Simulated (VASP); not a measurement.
# Si2BO3 (P4mm) in VASP: notebook

Si2BO3 is run at these levels: PBE; tasks: single point, relaxation of cell and atoms.

Program: VASP 6.6.1. These are calculated values, not measurements. Logs are shortened: lines on timing, memory, paths and dates and some standing lists are left out, and cuts for length are marked.

### Step 1. The cell of the first run

The structure is tetragonal, space group P4mm (No. 99). Conventional cell: a = 3.871 Å, b = 3.871 Å, c = 4.859 Å, α = 90.00°, β = 90.00°, γ = 90.00°. Si (site symmetry 2mm) has 3 O at 1.66 to 1.99 Å within 2.2 Å. B (site symmetry 4mm) has 4 O at 1.94 Å and 4 Si at 2.45 Å within 2.6 Å. O (site symmetry 4mm) has 4 Si at 1.99 Å within 2.6 Å. Within 2.2 Å of O (site symmetry 2mm) lie 1 Si at 1.66 Å and 2 B at 1.94 Å.

### Step 2. Single point, PBE, collinear spin, ferromagnetic start

Contents of INCAR:

```
PREC     = Accurate       # precision mode
ENCUT    = 520            # plane-wave cutoff, eV
EDIFF    = 1E-6           # SCF threshold, eV
ISMEAR   = 0              # smearing method
SIGMA    = 0.1            # smearing width, eV
LREAL    = F              # projectors in reciprocal space
LASPH    = T              # aspherical terms in the spheres
NELM     = 150            # most SCF steps
ALGO     = Normal         # electronic algorithm
ISIF     = 2              # what is computed and relaxed
LWAVE    = F              # write WAVECAR
LCHARG   = F              # write CHGCAR
ISPIN    = 2              # spin polarisation
MAGMOM   = 0 0 0 1 1 1    # initial moments
LORBIT   = 11             # projections on sites
GGA      = PE             # functional
NBANDS   = 28             # bands
```

Contents of KPOINTS:

```
regular mesh
0
Gamma
  4 4 4
```

Contents of POSCAR:

```
Si2BO3
1.0
    3.8711470225      0.0000000000      0.0000000000
    0.0000000000      3.8711470225      0.0000000000
    0.0000000000      0.0000000000      4.8590256497
Si B O
2 1 3
Direct
    0.5000000000      0.0000000000      0.5757669067
    0.0000000000      0.5000000000      0.5757669067
    0.5000000000      0.5000000000      0.8856577754
    0.0000000000      0.0000000000      0.4846585912
    0.5000000000      0.0000000000      0.9171657050
    0.0000000000      0.5000000000      0.9171657050
```

Potentials or basis: VASP PAW PBE potentials, release 64 (Si, B, O).

On the command line:

```console
> cat potpaw_PBE.64/Si/POTCAR potpaw_PBE.64/B/POTCAR potpaw_PBE.64/O/POTCAR > POTCAR
> mpirun -np 1 vasp_std > vasp.out
```

OUTCAR:

```text
PREC = Accurate
   ENCUT = 520
   EDIFF = 1E-6
   ISMEAR = 0
   LREAL = F
   LASPH = T
   NELM = 150
   ISIF = 2
   ISPIN = 2
   LORBIT = 11
   GGA = PE

 ion  position               nearest neighbor table
   1  0.500  0.000  0.576-   5 1.66   4 1.99   4 1.99   3 2.45   3 2.45   2 2.74   2 2.74   2 2.74
                             2 2.74
   2  0.000  0.500  0.576-   6 1.66   4 1.99   4 1.99   3 2.45   3 2.45   1 2.74   1 2.74   1 2.74
                             1 2.74
   3  0.500  0.500  0.886-   5 1.94   6 1.94   5 1.94   6 1.94   1 2.45   1 2.45   2 2.45   2 2.45

   4  0.000  0.000  0.485-   1 1.99   2 1.99   2 1.99   1 1.99
   5  0.500  0.000  0.917-   1 1.66   3 1.94   3 1.94
   6  0.000  0.500  0.917-   2 1.66   3 1.94   3 1.94

  LATTYP: Found a simple tetragonal cell.
 ALAT       =     3.8711470225
 C/A-ratio  =     1.2551901598

  Lattice vectors:

 A1 = (   3.8711470225,   0.0000000000,   0.0000000000)
 A2 = (   0.0000000000,   3.8711470225,   0.0000000000)
 A3 = (   0.0000000000,   0.0000000000,   4.8590256497)

Analysis of symmetry for initial positions (statically):
=====================================================================
 Subroutine PRICEL returns:
 Original cell was already a primitive cell.

 Routine SETGRP: Setting up the symmetry group for a
 simple tetragonal supercell.

 Subroutine GETGRP returns: Found  8 space group operations
 (whereof  8 operations were pure point group operations)
 out of a pool of 16 trial point group operations.

The static configuration has the point symmetry C_4v.

Analysis of symmetry for dynamics (positions and initial velocities):
=====================================================================
 Subroutine PRICEL returns:
 Original cell was already a primitive cell.

 Routine SETGRP: Setting up the symmetry group for a
 simple tetragonal supercell.

 Subroutine GETGRP returns: Found  8 space group operations
 (whereof  8 operations were pure point group operations)
 out of a pool of 16 trial point group operations.

The dynamic configuration has the point symmetry C_4v.

Analysis of structural, dynamic, and magnetic symmetry:
=====================================================================
 Subroutine PRICEL returns:
 Original cell was already a primitive cell.

 Routine SETGRP: Setting up the symmetry group for a
 simple tetragonal supercell.

 Subroutine GETGRP returns: Found  8 space group operations
 (whereof  8 operations were pure point group operations)
 out of a pool of 16 trial point group operations.

The overall configuration has the point symmetry C_4v.

 Subroutine INISYM returns: Found  8 space group operations
 (whereof  8 operations are pure point group operations),
 and found     1 'primitive' translations

----------------------------------------------------------------------------------------

                                     Primitive cell

  volume of cell :      72.8163

  direct lattice vectors                    reciprocal lattice vectors
     3.871147023  0.000000000  0.000000000     0.258321369  0.000000000  0.000000000
     0.000000000  3.871147023  0.000000000     0.000000000  0.258321369  0.000000000
     0.000000000  0.000000000  4.859025650     0.000000000  0.000000000  0.205802577

  length of vectors
     3.871147023  3.871147023  4.859025650     0.258321369  0.258321369  0.205802577

  position of ions in fractional coordinates (direct lattice)
     0.500000000  0.000000000  0.575766907
     0.000000000  0.500000000  0.575766907
     0.500000000  0.500000000  0.885657775
     0.000000000  0.000000000  0.484658591
     0.500000000  0.000000000  0.917165705
     0.000000000  0.500000000  0.917165705

  ion indices of the primitive-cell ions
   primitive index   ion index
                 1           1
                 2           2
                 3           3
                 4           4
                 5           5
                 6           6

----------------------------------------------------------------------------------------

 KPOINTS: regular mesh

Automatic generation of k-mesh.
 Grid dimensions read from file:
 generate k-points for:    4    4    4

 Generating k-lattice:

  Cartesian coordinates                     Fractional coordinates (reciprocal lattice)
     0.064580342  0.000000000  0.000000000     0.250000000  0.000000000  0.000000000
     0.000000000  0.064580342  0.000000000     0.000000000  0.250000000  0.000000000
     0.000000000  0.000000000  0.051450644     0.000000000  0.000000000  0.250000000

  Length of vectors
     0.064580342  0.064580342  0.051450644

  Shift w.r.t. Gamma in fractional coordinates (k-lattice)
     0.000000000  0.000000000  0.000000000

 Subroutine IBZKPT returns following result:
 ===========================================

 Found     18 irreducible k-points:

 Following reciprocal coordinates:
            Coordinates               Weight
  0.000000  0.000000  0.000000      1.000000
  0.250000  0.000000  0.000000      4.000000
  0.500000  0.000000  0.000000      2.000000
  0.250000  0.250000  0.000000      4.000000
  0.500000  0.250000  0.000000      4.000000
  0.500000  0.500000  0.000000      1.000000
[... 10 lines left out ...]
  0.500000  0.250000  0.500000      4.000000
  0.500000  0.500000  0.500000      1.000000
   k-points           NKPTS =     18   k-points in BZ     NKDIM =     18   number of bands    NBANDS=     28
   number of dos      NEDOS =    301   number of ions     NIONS =      6
   total plane-waves  NPLWV =  32400
   dimension x,y,z NGX =    30 NGY =   30 NGZ =   36
   dimension x,y,z NGXF=    60 NGYF=   60 NGZF=   72
   ions per type =               2   1   3
   NGX,Y,Z   is equivalent  to a cutoff of  12.88, 12.88, 12.32 a.u.
   NGXF,Y,Z  is equivalent  to a cutoff of  25.77, 25.77, 24.63 a.u.
 SYSTEM =  unknown system
   PREC   = accura    normal or accurate (medium, high low for compatibility)
   ISTART =      0    job   : 0-new  1-cont  2-samecut
   ICHARG =      2    charge: 1-file 2-atom 10-const
   ISPIN  =      2    spin polarized calculation?
   LNONCOLLINEAR =      F non collinear calculations
   LSORBIT =      F    spin-orbit coupling
   LASPH  =      T    aspherical Exc in radial PAW
   ENCUT  =  520.0 eV  38.22 Ry    6.18 a.u.   7.20  7.20  9.03*2*pi/ulx,y,z
   NELM   =    150;   NELMIN=  2; NELMDL= -5     # of ELM steps
   EDIFF  = 0.1E-05   stopping-criterion for ELM
   LREAL  =      F    real-space projection
   EDIFFG = 0.1E-04   stopping-criterion for IOM
   NSW    =      0    number of steps for IOM
   IBRION =     -1    ionic relax: 0-MD 1-quasi-New 2-CG
   NFREE  =      0    steps in history (QN), initial steepest desc. (CG)
   ISIF   =      2    stress and relaxation
   ISYM   =      2    0-nonsym 1-usesym 2-fastsym
   POTIM  = 0.5000    time-step for ionic-motion
   TEBEG  =    0.0;   TEEND  =   0.0 temperature during run
   PSTRESS=    0.0 pullay stress
   NELECT =      29.0000    total number of electrons
   NUPDOWN=      -1.0000    fix difference up-down
   EMIN   =  10.00;   EMAX   =-10.00  energy-range for DOS
   EFERMI =   0.00;   METHOD = LEGACY
   ISMEAR =     0;   SIGMA  =   0.10  broadening in eV -4-tet -1-fermi 0-gaus
   EFERMI_NEDOS =   21; number of points for ismear=-14 and -15
   IALGO  =     38    algorithm
   IMIX   =      4    mixing-type and parameters
     AMIX     =   0.40;   BMIX     =  1.00
     AMIX_MAG =   1.60;   BMIX_MAG =  1.00
  volume/ion in A,a.u.               =      12.14        81.90
  Fermi-wavevector in a.u.,A,eV,Ry     =   1.204476  2.276129 19.738807  1.450761
  Thomas-Fermi vector in A             =   2.340200
   LORBIT       =     11    0 simple, 1 ext, 2 COOP (PROOUT), +10 PAW based schemes
   GGA     = PE    functional components
   LHFCALC =     F    Hartree Fock is set to
   AEXX    =    0.0000 exact exchange contribution
   IVDW    =     0    specifies the selected vdW correction
   LEPSILON=     F    determine dielectric tensor
   LRPA    =     F    only Hartree local field effects (RPA)
 spin polarized calculation
 Gauss-broadening in eV      SIGMA  =   0.10
  energy-cutoff  :      520.00
  volume of cell :       72.82
 maximum number of plane-waves:      1992
 NGX is ok and might be reduce to    30
   NGX = 15   NGY = 15   NGZ = 19

 number of electron      29.0000004 magnetization       0.0007132

 number of electron      29.0000004 magnetization      -0.0001756

 Free energy of the ion-electron system (eV)
  ---------------------------------------------------
  ext. energy  EPLUGINS =         0.00000000
  ---------------------------------------------------
  free energy    TOTEN  =       -33.87055804 eV

  energy without entropy =      -33.86407913  energy(sigma->0) =      -33.86731858

 E-fermi :   5.1420     XC(G=0): -10.0542

 val. band max:        5.0469750223   @ k =   0.2500   0.2500   0.2500
 cond. band min:       5.2391875157   @ k =   0.2500   0.2500   0.2500
 fundamental gap:      0.1922124935
 Fermi energy:         5.1419509881

 spin component 1

 k-point     1 :       0.0000    0.0000    0.0000
  band No.  band energies     occupation
      1     -16.4299      1.00000
      2     -14.9383      1.00000
      3     -13.9694      1.00000
      4      -3.6718      1.00000
      5      -3.5105      1.00000
      6      -3.5105      1.00000
[... 18 lines left out ...]
     25      13.7914      0.00000
     26      15.4827      0.00000

 k-point     2 :       0.2500    0.0000    0.0000
  band No.  band energies     occupation
      1     -16.2359      1.00000
      2     -14.8898      1.00000
      3     -14.2040      1.00000
      4      -4.9056      1.00000
      5      -3.2410      1.00000
      6      -2.5911      1.00000
[... 456 lines left out ...]
 k-point    18 :       0.5000    0.5000    0.5000
  band No.  band energies     occupation
      1     -15.6642      1.00000
      2     -14.7037      1.00000
      3     -14.7037      1.00000
      4      -5.4537      1.00000
      5      -4.8654      1.00000
      6      -4.8654      1.00000
[... 18 lines left out ...]
     25      14.7007      0.00000
     26      16.2980      0.00000
 Fermi energy:         5.1419509881

 spin component 2

 k-point     1 :       0.0000    0.0000    0.0000
  band No.  band energies     occupation
      1     -16.4299      1.00000
      2     -14.9383      1.00000
      3     -13.9694      1.00000
      4      -3.6718      1.00000
      5      -3.5105      1.00000
      6      -3.5105      1.00000
[... 18 lines left out ...]
     25      13.7914      0.00000
     26      15.4826      0.00000

 k-point     2 :       0.2500    0.0000    0.0000
  band No.  band energies     occupation
      1     -16.2359      1.00000
      2     -14.8898      1.00000
      3     -14.2040      1.00000
      4      -4.9057      1.00000
      5      -3.2410      1.00000
      6      -2.5912      1.00000
[... 456 lines left out ...]
 k-point    18 :       0.5000    0.5000    0.5000
  band No.  band energies     occupation
      1     -15.6642      1.00000
      2     -14.7038      1.00000
      3     -14.7038      1.00000
      4      -5.4538      1.00000
      5      -4.8654      1.00000
      6      -4.8654      1.00000
[... 18 lines left out ...]
     25      14.7007      0.00000
     26      16.2980      0.00000
 [bands above 26 left out]

------------------------ aborting loop because EDIFF is reached ----------------------------------------

  FORCE on cell =-STRESS in cart. coord.  units (eV):
  Direction    XX          YY          ZZ          XY          YZ          ZX
  --------------------------------------------------------------------------------------
  -------------------------------------------------------------------------------------
  Total        0.0341225      0.0341225      0.4414642      0.0000000      0.0000000     -0.0000000
  in kB        0.7507971      0.7507971      9.7135409      0.0000000      0.0000000     -0.0000000
  external PRESSURE =       3.7383783 kB  Pullay stress =       0.0000000 kB

 VOLUME and BASIS-vectors are now :
 -----------------------------------------------------------------------------
  energy-cutoff  :      520.00
  volume of cell :       72.82
      direct lattice vectors                 reciprocal lattice vectors
     3.871147023  0.000000000  0.000000000     0.258321369  0.000000000  0.000000000
     0.000000000  3.871147023  0.000000000     0.000000000  0.258321369  0.000000000
     0.000000000  0.000000000  4.859025650     0.000000000  0.000000000  0.205802577

 POSITION                                       TOTAL-FORCE (eV/Angst)
 -----------------------------------------------------------------------------------
      1.93557      0.00000      2.79767         0.000000     -0.000000     -0.118554
      0.00000      1.93557      2.79767         0.000000      0.000000     -0.118554
      1.93557      1.93557      4.30343         0.000000     -0.000000      0.018455
      0.00000      0.00000      2.35497         0.000000     -0.000000     -0.008832
      1.93557      0.00000      4.45653         0.000000     -0.000000      0.113742
      0.00000      1.93557      4.45653        -0.000000      0.000000      0.113742
 -----------------------------------------------------------------------------------
    total drift:                                0.000000     -0.000000      0.000827

  FREE ENERGIE OF THE ION-ELECTRON SYSTEM (eV)
  ---------------------------------------------------
  free  energy   TOTEN  =       -33.8705580370 eV

  energy  without entropy=      -33.8640791284  energy(sigma->0) =      -33.86731858

 total charge

# of ion       s       p       d       tot
------------------------------------------
    1        0.805   0.733   0.000   1.537
    2        0.805   0.733   0.000   1.537
    3        0.724   0.669   0.000   1.394
    4        1.623   3.374   0.000   4.997
    5        1.598   3.400   0.000   4.998
    6        1.598   3.400   0.000   4.998
--------------------------------------------------
tot          7.152  12.308   0.000  19.460

 magnetization (x)

# of ion       s       p       d       tot
------------------------------------------
    1       -0.000  -0.000   0.000  -0.000
    2       -0.000  -0.000   0.000  -0.000
    3       -0.000  -0.000   0.000  -0.000
    4       -0.000  -0.000   0.000  -0.000
    5        0.000   0.000   0.000   0.000
    6        0.000   0.000   0.000   0.000
--------------------------------------------------
tot         -0.000  -0.000   0.000  -0.000
```

Wall time 62 s (1 thread of Intel Xeon Platinum 8259CL at 2.50GHz (Skylake/Cascade Lake), shared host); peak memory 0.22 GiB.

Results:

```yaml
Free_energy: -33.8706 eV
Pressure: 0.4 GPa
Largest_force: 0.119 eV/Å
Net_moment: 0.00 μB per cell
Valence_electrons_inside_the_program's_atomic_spheres: Si 1.54; B 1.39; O 5.00
```

Forces on the atoms (eV/Å):
```
Si   0.000  0.000 -0.119
Si   0.000  0.000 -0.119
B    0.000  0.000  0.018
O    0.000  0.000 -0.009
O    0.000  0.000  0.114
O    0.000  0.000  0.114
```

Caveat: the k points lie up to 0.41 Å⁻¹ apart.

[end of part 1 of 3]
